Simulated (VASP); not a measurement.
# CdS (strained wurtzite): one PBE single-point calculation in two programs

```
Cd S
1.0
     4.16460    0.00000    0.00000
    -2.08230    3.60665    0.00000
     0.00000    0.00000    6.90133
Cd S
2 2
Direct
  0.33333 0.66667 0.00116
  0.66667 0.33333 0.50116
  0.33333 0.66667 0.37384
  0.66667 0.33333 0.87384
```

Each program uses its own PAW datasets. VASP's cell holds 36 valence electrons and Ansatz's 52. Ansatz's stress includes a Pulay correction; VASP's doesn't.

Cutoffs: 520 eV in VASP, 420 eV in Ansatz. k meshes: 12×12×4 and 12×12×4.

```csv
,VASP,Ansatz
gap between bands v and c,1.09 eV,1.09 eV
least direct gap,1.09 eV,1.09 eV
pressure,0.5 GPa,0.2 GPa
```

Band v is the last that the valence electrons fill when counted band by band, and c is the next. Levels in eV from the top of v, Ansatz:

```tsv
point	v−1	v	c	c+1
Γ	0.00	0.00	1.09	2.85
M	-1.24	-0.70	3.58	3.94
K	-1.75	-1.54	4.63	4.92
A	-0.35	-0.35	2.78	2.78
L	-1.23	-1.23	3.40	3.40
H	-1.11	-1.11	4.22	4.22
```

VASP:

| point | v−1 | v | c | c+1 |
| --- | --- | --- | --- | --- |
| Γ | 0.00 | 0.00 | 1.09 | 2.85 |
| M | -1.25 | -0.70 | 3.59 | 3.94 |
| K | -1.76 | -1.55 | 4.63 | 4.93 |
| A | -0.35 | -0.35 | 2.78 | 2.78 |
| L | -1.23 | -1.23 | 3.39 | 3.39 |
| H | -1.11 | -1.11 | 4.22 | 4.22 |

VASP's potentials hold 36 valence electrons a cell and Ansatz's 52, so a difference between the two programs can come from the potentials and not from the codes.
